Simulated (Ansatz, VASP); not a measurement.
# Two plane-wave programs on CdTe

The input POSCAR:

```
CdTe
1.0
    0.0000000000      3.2799551146      3.1487569100
    3.2799551146      0.0000000000      3.1487569100
    3.2799551146      3.2799551146      0.0000000000
Cd Te
1 1
Direct
    0.0000000000      0.0000000000      0.0000000000
    0.2500000000      0.2500000000      0.2500000000
```

Contents of INCAR.step1:

```
SYSTEM = CdTe
  ALGO = Normal
  EDIFF = 1E-5
  ENCUT = 520
  GGA = PE
  ISIF = 2
  ISMEAR = 0
  LASPH = .TRUE.
  LCHARG = .FALSE.
  LREAL = .FALSE.
  LWAVE = .TRUE.
  NBANDS = 16
  NELM = 80
  PREC = Accurate
  SIGMA = 0.01
```

Contents of INCAR.step2:

```
SYSTEM = CdTe
  ALGO = Normal
  EDIFF = 1E-7
  ENCUT = 520
  GGA = PE
  HFSCREEN = 0.2079
  ISIF = 2
  ISMEAR = 0
  ISTART = 1
  LASPH = .TRUE.
  LCHARG = .FALSE.
  LHFCALC = .TRUE.
  LREAL = .FALSE.
  LWAVE = .FALSE.
  NBANDS = 16
  NELM = 80
  PREC = Accurate
  PRECFOCK = Normal
  SIGMA = 0.01
```

KPOINTS

```
k-points
0
G
  4 4 4
  0 0 0
```

Input for Ansatz:

```yaml
crystal:
  lattice:
    - [0.0, 3.2799551146, 3.14875691]
    - [3.2799551146, 0.0, 3.14875691]
    - [3.2799551146, 3.2799551146, 0.0]
  atoms:
    - { symbol: Cd, position: [0.0, 0.0, 0.0] }
    - { symbol: Te, position: [0.25, 0.25, 0.25] }
kpoints:
  mp_grid: { grid: [4, 4, 4] }
  band_path:
    path:
      - [0.0, 0.0, 0.0]
      - [-0.5, -0.5, 0.0]
      - [-0.375, -0.375, 0.25]
      - [-0.375, 0.0, 0.375]
      - [0.0, 0.0, 0.5]
      - [-0.5, -0.25, 0.25]
    npoints: 1
hamiltonian:
  xc: hse06
scf:
  occupations: { method: fixed }
  n_extra_bands: 4
output:
  forces: true
  stress: true
  eigenvalues: true
```

Change from the starting cell: uniaxial_z strain -4.0%.

Alike in both runs: task single point; functional HSE06; k mesh 4 × 4 × 4; no spin polarisation.

|  | VASP | Ansatz |
| --- | --- | --- |
| version | VASP 6.6.1 | Ansatz 0.2.0 |
| potentials or method | VASP PAW PBE potentials, release 64 (Cd, Te) | plane waves, PAW |
| plane-wave cutoff (eV) | 520 | 420 |
| occupations | gaussian, width 0.01 eV | fixed |
| valence electrons in the cell | 18 | 36 |

Ansatz gave:

| Item | Value |
| --- | --- |
| gap on the k mesh at the Fermi level (eV) | 1.58 |
| pressure (GPa) | 2.0 |
| traceless stress, the component that is largest in VASP (GPa) | 0.42 |

Problem. Estimate VASP's values.

Solution. gap on the k mesh at the Fermi level (eV): 1.49; pressure (GPa): 2.0; traceless stress, the component that is largest in VASP (GPa): 0.42.

VASP's potentials hold 18 valence electrons a cell and Ansatz's 36, so a difference there can come from the potentials and not from the codes. Ansatz's warnings: stress exchange threshold loose, stress scf threshold loose.

The k mesh is coarse, so the values compare programs but aren't converged. Neither program's run includes spin-orbit coupling.
